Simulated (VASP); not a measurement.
# TiTe2: single point with PBEsol

The system is TiTe2.

```
CELL_PARAMETERS angstrom
3.69299 0.05539 0.00000
-1.79852 3.17052 0.00000
0.00000 0.00000 6.45009
ATOMIC_POSITIONS crystal
Ti 0.00000 0.00000 0.00000
Te 0.33333 0.66667 0.26744
Te 0.66667 0.33333 0.73256
```

```yaml
Program: VASP 6.6.1
Task: single point
Functional: PBEsol
Potentials_or_basis: VASP PAW PBE potentials, release 64 (Ti_sv, Te)
Cutoff: 520 eV
k_mesh: 10 × 10 × 6
Occupations: gaussian, width 0.05 eV
Spin: no spin polarisation
Dipole_correction: no
Further_INCAR_settings: ALGO = Normal; EDIFF = 1e-07; NBANDS = 19
```

* Pressure: 0.1 GPa
* Largest force: 0.067 eV/Å
* Band gap on the k mesh: zero (bands 12 and 13 overlap by 0.91 eV)

Forces in eV/Å, atoms in the order of the input:
```
Ti   0.000  0.000  0.000
Te   0.064 -0.001  0.019
Te  -0.064  0.001 -0.019
```

Stress tensor (GPa, compression positive):
```
 0.11 -1.16  0.63
-1.16  0.20 -0.02
 0.63 -0.02  0.04
```

Levels at points of the mesh, in eV from the Fermi level:
```csv
k point,band 9,band 10,band 11,band 12,band 13,band 14,band 15,band 16
"(0.00, 0.00, 0.00)",-1.50,0.23,0.40,0.51,0.60,1.20,1.44,3.14
"(0.50, 0.00, 0.00)",-2.97,-2.53,-1.59,-0.87,-0.02,1.27,1.61,2.41
"(0.00, 0.50, 0.00)",-2.88,-2.52,-1.72,-1.08,-0.03,1.27,1.66,2.45
"(0.50, 0.50, 0.00)",-2.78,-2.52,-1.84,-1.29,-0.06,1.31,1.68,2.51
"(0.00, 0.00, 0.50)",-1.59,-1.42,0.38,0.49,0.83,1.06,1.07,3.64
"(0.50, 0.00, 0.50)",-2.58,-1.90,-0.99,-0.43,-0.25,1.27,1.62,2.78
"(0.00, 0.50, 0.50)",-2.57,-2.04,-0.97,-0.45,-0.40,1.27,1.66,2.69
"(0.50, 0.50, 0.50)",-2.56,-2.18,-0.96,-0.66,-0.38,1.30,1.66,2.61
```

Wall time 4 min on 1 thread of Intel(R) Xeon(R) 6975P-C (Granite Rapids) (shared host), peak memory 0.52 GiB.

Caveat: the PAW data sets were made with another functional, which shifts forces and pressure a little; spin-orbit coupling is left out, which moves the levels of the heavy elements.
